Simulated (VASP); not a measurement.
## As: relaxation of cell and atoms with PBE

Crystal: As.

```
As
1.0
     1.80506    1.04215   11.42633
    -1.80506    1.04215   11.42633
     0.00000   -2.08430   11.42633
As
4
Direct
  0.06821 0.06821 0.06821
  0.93179 0.93179 0.93179
  0.22457 0.22457 0.22457
  0.77543 0.77543 0.77543
```

```json
{
 "Program": "VASP 6.6.1",
 "Task": "relaxation of cell and atoms",
 "Functional": "PBE",
 "Potentials or basis": "VASP PAW PBE potentials, release 64 (As)",
 "Cutoff": "600 eV",
 "k mesh": "9 × 9 × 9",
 "Occupations": "gaussian, width 0.02 eV",
 "Spin": "no spin polarisation",
 "Dipole correction": "no",
 "Further INCAR settings": "ALGO = Normal; EDIFF = 1e-06; IBRION = 2; EDIFFG = -0.01; NSW = 100; ISIF = 3"
}
```

```json
{"Relaxed volume": "32.34 Å³/atom", "Relaxed cell": "a = 11.631 Å, b = 11.631 Å, c = 11.631 Å, α = 17.87°, β = 17.87°, γ = 17.87°", "Space group after relaxing (to 0.1 Å)": "R-3m (No. 166)", "Energy gained by relaxing": "0.1 meV/atom", "Ionic steps": "3", "Pressure after relaxing": "0.0 GPa", "Largest force after relaxing": "0.003 eV/Å", "Band gap on the k mesh": "1.06 eV (least direct gap 1.45 eV)"}
```

Forces on the atoms (eV/Å):
```
As   0.000  0.000  0.003
As   0.000  0.000 -0.003
As   0.000  0.000  0.000
As   0.000  0.000  0.000
```

The path:
| step | energy change (eV) | largest force (eV/Å) | pressure (GPa) | volume (Å³) |
| --- | --- | --- | --- | --- |
| 1 | 0.0000 | 0.0803 | 0.23 | 128.97 |
| 2 | 0.0002 | 0.0951 | -0.25 | 129.84 |
| 3 | -0.0006 | 0.0031 | 0.00 | 129.37 |

Final structure:
```cif
data_structure
_symmetry_space_group_name_H-M 'P 1'
_symmetry_Int_Tables_number 1
_cell_length_a 11.6306
_cell_length_b 11.6306
_cell_length_c 11.6306
_cell_angle_alpha 17.873
_cell_angle_beta 17.873
_cell_angle_gamma 17.873
_cell_volume 129.37
loop_
_atom_site_label
_atom_site_type_symbol
_atom_site_fract_x
_atom_site_fract_y
_atom_site_fract_z
_atom_site_occupancy
As1 As 0.06816 0.06816 0.06816 1
As2 As 0.93184 0.93184 0.93184 1
As3 As 0.22452 0.22452 0.22452 1
As4 As 0.77548 0.77548 0.77548 1
```

Levels at points of the mesh, in eV from the valence-band top:
```csv
k point,band 8,band 9,band 10,band 11,band 12,band 13
"(0.00, 0.00, 0.00)",-0.22,-0.22,-0.01,1.44,2.01,3.26
```

Run time: 69 min on 1 thread of Intel(R) Xeon(R) Platinum 8488C (Sapphire Rapids), with other jobs on the host, peak memory 1.5 GiB.

A k mesh can miss the band edges.
